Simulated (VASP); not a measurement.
# Ga3As2P (I-4m2) in VASP: further runs

Ga3As2P is run at these levels: PBE; tasks: single point.

Everything below comes from runs of VASP 6.6.1. Logs are shortened: lines on timing, memory, paths and dates and some standing lists are left out, and cuts for length are marked.

## Step 1: The cell of the first run

It takes space group I-4m2 (No. 119, tetragonal). Conventional cell: a = 3.875 Å, b = 3.875 Å, c = 16.440 Å, α = 90.00°, β = 90.00°, γ = 90.00°. Ga (site symmetry 2mm) has 2 P at 2.37 Å and 2 As at 2.37 Å within 3.1 Å. Within 3.1 Å of Ga (site symmetry -4m2) lie 4 As at 2.37 Å. Within 3.1 Å of P (site symmetry -4m2) lie 4 Ga at 2.37 Å. As (site symmetry 2mm) has 4 Ga at 2.37 Å within 3.1 Å.

## Step 2: Single point, PBE

File INCAR:

```
SYSTEM = Ga3As2P
ALGO = Normal
EDIFF = 1E-7
ENCUT = 520
GGA = PE
ISIF = 2
ISMEAR = 0
LASPH = .True.
LCHARG = .False.
LREAL = .False.
LWAVE = .False.
NBANDS = 36
NELM = 100
PREC = Accurate
SIGMA = 0.1
```

File KPOINTS:

```
k-points
0
Gamma
  6 6 6
  0 0 0
```

File POSCAR:

```
Ga3As2P
1.0
   -1.9374539900      1.9374539900      8.2199211200
    1.9374539900     -1.9374539900      8.2199211200
    1.9374539900      1.9374539900     -8.2199211200
Ga P As
3 1 2
Direct
    0.8333333300      0.8333333300      0.0000000000
    0.5000000000      0.5000000000      0.0000000000
    0.1666666700      0.1666666700      0.0000000000
    0.7500000000      0.2500000000      0.5000000000
    0.4166666700      0.9166666700      0.5000000000
    0.0833333300      0.5833333300      0.5000000000
```

Potentials or basis: VASP PAW PBE potentials, release 64 (Ga_d, P, As).

Command:

```console
cat potpaw_PBE.64/Ga_d/POTCAR potpaw_PBE.64/P/POTCAR potpaw_PBE.64/As/POTCAR > POTCAR
mpirun -np 1 vasp_std > vasp.out
```

OUTCAR:

```text
SYSTEM = Ga3As2P
   EDIFF = 1E-7
   ENCUT = 520
   GGA = PE
   ISIF = 2
   ISMEAR = 0
   LASPH = .True.
   LREAL = .False.
   NELM = 100
   PREC = Accurate

 ion  position               nearest neighbor table
   1  0.833  0.833  0.000-   4 2.37   4 2.37   5 2.37   5 2.37
   2  0.500  0.500  0.000-   6 2.37   5 2.37   6 2.37   5 2.37
   3  0.167  0.167  0.000-   4 2.37   4 2.37   6 2.37   6 2.37
   4  0.750  0.250  0.500-   1 2.37   3 2.37   1 2.37   3 2.37
   5  0.417  0.917  0.500-   2 2.37   2 2.37   1 2.37   1 2.37
   6  0.083  0.583  0.500-   2 2.37   2 2.37   3 2.37   3 2.37

  LATTYP: Found a body centered tetragonal cell.
 ALAT       =     3.8749079800
 C/A-ratio  =     4.2426406833

  Lattice vectors:

 A1 = (  -1.9374539900,   1.9374539900,   8.2199211200)
 A2 = (   1.9374539900,  -1.9374539900,   8.2199211200)
 A3 = (   1.9374539900,   1.9374539900,  -8.2199211200)

Analysis of symmetry for initial positions (statically):
=====================================================================
 Subroutine PRICEL returns:
 Original cell was already a primitive cell.

 Routine SETGRP: Setting up the symmetry group for a
 body centered tetragonal supercell.

 Subroutine GETGRP returns: Found  8 space group operations
 (whereof  8 operations were pure point group operations)
 out of a pool of 16 trial point group operations.

The static configuration has the point symmetry D_2d.

Analysis of symmetry for dynamics (positions and initial velocities):
=====================================================================
 Subroutine PRICEL returns:
 Original cell was already a primitive cell.

 Routine SETGRP: Setting up the symmetry group for a
 body centered tetragonal supercell.

 Subroutine GETGRP returns: Found  8 space group operations
 (whereof  8 operations were pure point group operations)
 out of a pool of 16 trial point group operations.

The dynamic configuration has the point symmetry D_2d.

 Subroutine INISYM returns: Found  8 space group operations
 (whereof  8 operations are pure point group operations),
 and found     1 'primitive' translations

----------------------------------------------------------------------------------------

                                     Primitive cell

  volume of cell :     123.4214

  direct lattice vectors                    reciprocal lattice vectors
    -1.937453990  1.937453990  8.219921120     0.000000000  0.258070645  0.060827834
     1.937453990 -1.937453990  8.219921120     0.258070645  0.000000000  0.060827834
     1.937453990  1.937453990 -8.219921120     0.258070645  0.258070645  0.000000000

  length of vectors
     8.664557643  8.664557643  8.664557643     0.265142383  0.265142383  0.364967006

  position of ions in fractional coordinates (direct lattice)
     0.833333330  0.833333330  0.000000000
     0.500000000  0.500000000  0.000000000
     0.166666670  0.166666670  0.000000000
     0.750000000  0.250000000  0.500000000
     0.416666670  0.916666670  0.500000000
     0.083333330  0.583333330  0.500000000

  ion indices of the primitive-cell ions
   primitive index   ion index
                 1           1
                 2           2
                 3           3
                 4           4
                 5           5
                 6           6

----------------------------------------------------------------------------------------

 KPOINTS: k-points

Automatic generation of k-mesh.
 Grid dimensions read from file:
 generate k-points for:    6    6    6

 Generating k-lattice:

  Cartesian coordinates                     Fractional coordinates (reciprocal lattice)
     0.000000000  0.043011774  0.010137972     0.166666667  0.000000000  0.000000000
     0.043011774  0.000000000  0.010137972     0.000000000  0.166666667  0.000000000
     0.043011774  0.043011774  0.000000000     0.000000000  0.000000000  0.166666667

  Length of vectors
     0.044190397  0.044190397  0.060827834

  Shift w.r.t. Gamma in fractional coordinates (k-lattice)
     0.000000000  0.000000000  0.000000000

 Subroutine IBZKPT returns following result:
 ===========================================

 Found     30 irreducible k-points:

 Following reciprocal coordinates:
            Coordinates               Weight
  0.000000  0.000000  0.000000      1.000000
  0.166667  0.000000 -0.000000      8.000000
  0.333333 -0.000000  0.000000      8.000000
  0.500000  0.000000  0.000000      4.000000
  0.166667  0.166667  0.000000      8.000000
  0.333333  0.166667  0.000000     16.000000
[... 16 lines left out ...]
 -0.333333 -0.333333  0.166667      8.000000
 -0.166667 -0.333333  0.166667      8.000000
 [... further k-points ...]
   k-points           NKPTS =     30   k-points in BZ     NKDIM =     30   number of bands    NBANDS=     36
   number of dos      NEDOS =    301   number of ions     NIONS =      6
   total plane-waves  NPLWV = 262144
   dimension x,y,z NGX =    64 NGY =   64 NGZ =   64
   dimension x,y,z NGXF=   128 NGYF=  128 NGZF=  128
   ions per type =               3   1   2
   NGX,Y,Z   is equivalent  to a cutoff of  12.28, 12.28, 12.28 a.u.
   NGXF,Y,Z  is equivalent  to a cutoff of  24.56, 24.56, 24.56 a.u.
 SYSTEM =  Ga3As2P
   PREC   = accura    normal or accurate (medium, high low for compatibility)
   ISTART =      0    job   : 0-new  1-cont  2-samecut
   ICHARG =      2    charge: 1-file 2-atom 10-const
   ISPIN  =      1    spin polarized calculation?
   LNONCOLLINEAR =      F non collinear calculations
   LSORBIT =      F    spin-orbit coupling
   LASPH  =      T    aspherical Exc in radial PAW
   ENCUT  =  520.0 eV  38.22 Ry    6.18 a.u.  16.11 16.11 16.11*2*pi/ulx,y,z
   NELM   =    100;   NELMIN=  2; NELMDL= -5     # of ELM steps
   EDIFF  = 0.1E-06   stopping-criterion for ELM
   LREAL  =      F    real-space projection
   EDIFFG = 0.1E-05   stopping-criterion for IOM
   NSW    =      0    number of steps for IOM
   IBRION =     -1    ionic relax: 0-MD 1-quasi-New 2-CG
   NFREE  =      0    steps in history (QN), initial steepest desc. (CG)
   ISIF   =      2    stress and relaxation
   ISYM   =      2    0-nonsym 1-usesym 2-fastsym
   POTIM  = 0.5000    time-step for ionic-motion
   TEBEG  =    0.0;   TEEND  =   0.0 temperature during run
   PSTRESS=    0.0 pullay stress
   NELECT =      54.0000    total number of electrons
   NUPDOWN=      -1.0000    fix difference up-down
   EMIN   =  10.00;   EMAX   =-10.00  energy-range for DOS
   EFERMI =   0.00;   METHOD = LEGACY
   ISMEAR =     0;   SIGMA  =   0.10  broadening in eV -4-tet -1-fermi 0-gaus
   EFERMI_NEDOS =   21; number of points for ismear=-14 and -15
   IALGO  =     38    algorithm
   IMIX   =      4    mixing-type and parameters
     AMIX     =   0.40;   BMIX     =  1.00
     AMIX_MAG =   1.60;   BMIX_MAG =  1.00
  volume/ion in A,a.u.               =      20.57       138.81
  Fermi-wavevector in a.u.,A,eV,Ry     =   1.242823  2.348595 21.015680  1.544609
  Thomas-Fermi vector in A             =   2.377161
   LORBIT       =      0    0 simple, 1 ext, 2 COOP (PROOUT), +10 PAW based schemes
   GGA     = PE    functional components
   LHFCALC =     F    Hartree Fock is set to
   AEXX    =    0.0000 exact exchange contribution
   IVDW    =     0    specifies the selected vdW correction
   LEPSILON=     F    determine dielectric tensor
   LRPA    =     F    only Hartree local field effects (RPA)
 non-spin polarized calculation
 Gauss-broadening in eV      SIGMA  =   0.10
  energy-cutoff  :      520.00
  volume of cell :      123.42
 maximum number of plane-waves:      3360
   NGX = 33   NGY = 33   NGZ = 33

 number of electron      54.0000001 magnetization

 Free energy of the ion-electron system (eV)
  ---------------------------------------------------
  ext. energy  EPLUGINS =         0.00000000
  ---------------------------------------------------
  free energy    TOTEN  =       -25.23512395 eV

  energy without entropy =      -25.23512395  energy(sigma->0) =      -25.23512395

 E-fermi :   5.2241     XC(G=0):  -9.9301

 val. band max:        4.7377267690   @ k =   0.0000   0.0000   0.0000
 cond. band min:       6.1118915917   @ k =  -0.3333  -0.3333   0.3333
 fundamental gap:      1.3741648227
 Fermi energy:         5.2240924534

 k-point     1 :       0.0000    0.0000    0.0000
  band No.  band energies     occupation
      1     -10.2819      2.00000
      2     -10.1799      2.00000
      3     -10.1500      2.00000
      4     -10.1500      2.00000
      5     -10.0998      2.00000
      6     -10.0916      2.00000
[... 28 lines left out ...]
     35       8.5382      0.00000
     36      12.9823      0.00000

 k-point     2 :       0.1667    0.0000   -0.0000
  band No.  band energies     occupation
      1     -10.2782      2.00000
      2     -10.1948      2.00000
      3     -10.1481      2.00000
      4     -10.1470      2.00000
      5     -10.0979      2.00000
      6     -10.0870      2.00000
[... 28 lines left out ...]
     35       9.6009      0.00000
     36      10.9114      0.00000

 k-point     3 :       0.3333   -0.0000    0.0000
  band No.  band energies     occupation
      1     -10.2729      2.00000
      2     -10.2294      2.00000
      3     -10.1447      2.00000
      4     -10.1397      2.00000
      5     -10.1070      2.00000
      6     -10.0834      2.00000
[... 28 lines left out ...]
     35      10.1228      0.00000
     36      10.9095      0.00000
[... 742 lines left out ...]
 k-point    23 :      -0.3333   -0.3333    0.1667
  band No.  band energies     occupation
      1     -10.2771      2.00000
      2     -10.2072      2.00000
      3     -10.1473      2.00000
      4     -10.1405      2.00000
      5     -10.1009      2.00000
      6     -10.0829      2.00000
[... 28 lines left out ...]
     35      10.3121      0.00000
     36      10.4198      0.00000

 k-point    24 :      -0.1667   -0.3333    0.1667
  band No.  band energies     occupation
      1     -10.2794      2.00000
      2     -10.1907      2.00000
      3     -10.1478      2.00000
      4     -10.1454      2.00000
      5     -10.1050      2.00000
      6     -10.0855      2.00000
[... 28 lines left out ...]
     35       9.7398      0.00000
     36      10.4788      0.00000

 [... further k-points ...]
[... 5 lines left out ...]
  --------------------------------------------------------------------------------------
  -------------------------------------------------------------------------------------
  Total        6.6361129      6.6361129      6.4446087      0.0000000     -0.0000000      0.0000000
  in kB       86.1457612     86.1457612     83.6597761      0.0000000     -0.0000000      0.0000000
  external PRESSURE =      85.3170995 kB  Pullay stress =       0.0000000 kB

 VOLUME and BASIS-vectors are now :
 -----------------------------------------------------------------------------
  energy-cutoff  :      520.00
  volume of cell :      123.42
      direct lattice vectors                 reciprocal lattice vectors
    -1.937453990  1.937453990  8.219921120     0.000000000  0.258070645  0.060827834
     1.937453990 -1.937453990  8.219921120     0.258070645  0.000000000  0.060827834
     1.937453990  1.937453990 -8.219921120     0.258070645  0.258070645  0.000000000

 POSITION                                       TOTAL-FORCE (eV/Angst)
 -----------------------------------------------------------------------------------
      0.00000      0.00000     13.69987         0.000000     -0.000000     -0.870098
      0.00000      0.00000      8.21992        -0.000000      0.000000      0.000000
      0.00000      0.00000      2.73997         0.000000     -0.000000      0.870098
     -0.00000      1.93745      4.10996        -0.000000      0.000000      0.000000
      1.93745     -0.00000      6.84993        -0.000000      0.000000     -0.066338
      1.93745      0.00000      1.36999        -0.000000      0.000000      0.066338
 -----------------------------------------------------------------------------------
    total drift:                                0.000002     -0.000002     -0.000000

  FREE ENERGIE OF THE ION-ELECTRON SYSTEM (eV)
  ---------------------------------------------------
  free  energy   TOTEN  =       -25.2351239473 eV

  energy  without entropy=      -25.2351239473  energy(sigma->0) =      -25.23512395
```

Run time: 13 min. Hardware: 1 thread of Intel Xeon 8259CL, shared host; peak memory 0.64 GiB.

Results:

```
Free energy            : -25.2351 eV
Pressure               : 8.5 GPa
Largest force          : 0.870 eV/Å
Band gap on the k mesh : 1.37 eV (least direct gap 1.40 eV)
```

Forces on the atoms (eV/Å):
```
Ga   0.000  0.000 -0.870
Ga   0.000  0.000  0.000
Ga   0.000  0.000  0.870
P    0.000  0.000  0.000
As   0.000  0.000 -0.066
As   0.000  0.000  0.066
```

Levels at points of the mesh, in eV from the valence-band top:
```csv
k point,band 23,band 24,band 25,band 26,band 27,band 28,band 29,band 30,band 31,band 32
"(0.00, 0.00, 0.00)",-2.40,-2.40,-0.01,0.00,0.00,1.40,1.53,1.58,2.70,2.77
"(0.50, 0.00, 0.00)",-3.01,-1.38,-1.25,-1.23,-1.19,1.39,2.74,2.84,4.66,4.67
"(0.50, 0.50, 0.00)",-3.61,-3.50,-3.48,-2.89,-2.89,1.41,1.66,3.31,3.36,3.55
"(0.50, 0.50, 0.50)",-2.48,-1.17,-1.17,-1.04,-1.04,1.41,1.66,2.56,2.70,3.53
```

Caveat: the cell stands under pressure. A k mesh can miss the band edges.

## Step 3: Single point, PBE

This run uses another cell than the first one, of 22.71 Å³/atom.

File INCAR:

```
PREC = Accurate
ENCUT = 520
EDIFF = 1E-7
ISMEAR = 0
SIGMA = 0.1
LREAL = F
LASPH = T
NELM = 100
ALGO = Normal
ISIF = 2
LWAVE = F
LCHARG = T
GGA = PE
LELF = T
LVHAR = T
NBANDS = 36
```

File KPOINTS:

```
Automatic mesh
0
Gamma
  6 6 6
```

File POSCAR:

```
Ga3As2P
1.0
   -2.0038100298      2.0038100298      8.4822676264
    2.0038100298     -2.0038100298      8.4822676264
    2.0038100298      2.0038100298     -8.4822676264
Ga P As
3 1 2
Direct
    0.8292946599      0.8292946599      0.0000000000
    0.5000000000      0.5000000000      0.0000000000
    0.1707053401      0.1707053401      0.0000000000
    0.7500000000      0.2500000000      0.5000000000
    0.4146830027      0.9146830027      0.5000000000
    0.0853169973      0.5853169973      0.5000000000
```

Potentials or basis: VASP PAW PBE potentials, release 64 (Ga_d, P, As).

Command:

```console
cat potpaw_PBE.64/Ga_d/POTCAR potpaw_PBE.64/P/POTCAR potpaw_PBE.64/As/POTCAR > POTCAR
mpirun -np 1 vasp_std > vasp.out
```

OUTCAR:

```text
PREC = Accurate
   ENCUT = 520
   EDIFF = 1E-7
   ISMEAR = 0
   LREAL = F
   LASPH = T
   NELM = 100
   ISIF = 2
   GGA = PE

 ion  position               nearest neighbor table
   1  0.829  0.829  0.000-   4 2.41   4 2.41   5 2.47   5 2.47
   2  0.500  0.500  0.000-   6 2.47   5 2.47   6 2.47   5 2.47
   3  0.171  0.171  0.000-   4 2.41   4 2.41   6 2.47   6 2.47
   4  0.750  0.250  0.500-   1 2.41   3 2.41   1 2.41   3 2.41
   5  0.415  0.915  0.500-   2 2.47   2 2.47   1 2.47   1 2.47
   6  0.085  0.585  0.500-   2 2.47   2 2.47   3 2.47   3 2.47

  LATTYP: Found a body centered tetragonal cell.
 ALAT       =     4.0076200596
 C/A-ratio  =     4.2330697522

  Lattice vectors:

 A1 = (  -2.0038100298,   2.0038100298,   8.4822676264)
 A2 = (   2.0038100298,  -2.0038100298,   8.4822676264)
 A3 = (   2.0038100298,   2.0038100298,  -8.4822676264)

Analysis of symmetry for initial positions (statically):
=====================================================================
 Subroutine PRICEL returns:
 Original cell was already a primitive cell.

 Routine SETGRP: Setting up the symmetry group for a
[... 173 lines left out ...]
  free energy    TOTEN  =       -25.61062064 eV

  energy without entropy =      -25.61062052  energy(sigma->0) =      -25.61062058

 E-fermi :   4.0974     XC(G=0):  -9.4835

 val. band max:        3.7958249495   @ k =   0.0000   0.0000   0.0000
 cond. band min:       4.3864881541   @ k =   0.0000   0.0000   0.0000
 fundamental gap:      0.5906632046
 Fermi energy:         4.0974163298

 k-point     1 :       0.0000    0.0000    0.0000
  band No.  band energies     occupation
      1     -10.9797      2.00000
      2     -10.9591      2.00000
      3     -10.8999      2.00000
      4     -10.8999      2.00000
      5     -10.8883      2.00000
      6     -10.8679      2.00000
[... 925 lines left out ...]
     35       8.4381      0.00000
     36       9.4673      0.00000

 [... further k-points ...]
[... 5 lines left out ...]
  --------------------------------------------------------------------------------------
  -------------------------------------------------------------------------------------
  Total        0.1153021      0.1153021      0.1093959      0.0000000      0.0000000      0.0000000
  in kB        1.3560093      1.3560093      1.2865493      0.0000000      0.0000000      0.0000000
  external PRESSURE =       1.3328560 kB  Pullay stress =       0.0000000 kB

 VOLUME and BASIS-vectors are now :
 -----------------------------------------------------------------------------
  energy-cutoff  :      520.00
  volume of cell :      136.23
      direct lattice vectors                 reciprocal lattice vectors
    -2.003810030  2.003810030  8.482267626     0.000000000  0.249524652  0.058946501
     2.003810030 -2.003810030  8.482267626     0.249524652  0.000000000  0.058946501
     2.003810030  2.003810030 -8.482267626     0.249524652  0.249524652  0.000000000

 POSITION                                       TOTAL-FORCE (eV/Angst)
 -----------------------------------------------------------------------------------
      0.00000      0.00000     14.06860         0.000000      0.000000     -0.015369
      0.00000      0.00000      8.48227        -0.000000      0.000000     -0.000000
      0.00000      0.00000      2.89594        -0.000000     -0.000000      0.015369
      0.00000      2.00381      4.24113        -0.000000      0.000000     -0.000000
      2.00381     -0.00000      7.03490         0.000000     -0.000000     -0.001149
      2.00381      0.00000      1.44736         0.000000     -0.000000      0.001149
 -----------------------------------------------------------------------------------
    total drift:                                0.000002     -0.000002     -0.000000

  FREE ENERGIE OF THE ION-ELECTRON SYSTEM (eV)
  ---------------------------------------------------
  free  energy   TOTEN  =       -25.6106206426 eV

  energy  without entropy=      -25.6106205170  energy(sigma->0) =      -25.61062058
```

stdout:

```text
POSCAR found type information on POSCAR GaP As
 POSCAR found :  3 types and       6 ions
 scaLAPACK will be used
 LDA part: xc-table for (Slater+PW92), standard interpolation
 POSCAR, INCAR and KPOINTS ok, starting setup
 FFT: planning ... GRIDC
 FFT: planning ... GRID_SOFT
 FFT: planning ... GRID
 WAVECAR not read
 entering main loop
```

It took 18 min on 1 thread of Intel Xeon 8259CL, shared host; peak memory 0.71 GiB.

Results:

```
Free energy            : -25.6106 eV
Pressure               : 0.1 GPa
Largest force          : 0.015 eV/Å
Band gap on the k mesh : 0.59 eV
```

Forces in eV/Å, atoms in the order of the input:
```
Ga   0.000  0.000 -0.015
Ga   0.000  0.000  0.000
Ga   0.000  0.000  0.015
P    0.000  0.000  0.000
As   0.000  0.000 -0.001
As   0.000  0.000  0.001
```

Caveat: semilocal functionals underestimate gaps, and a narrow one can read as zero. A k mesh can miss the band edges.

[end of part 1 of 2]
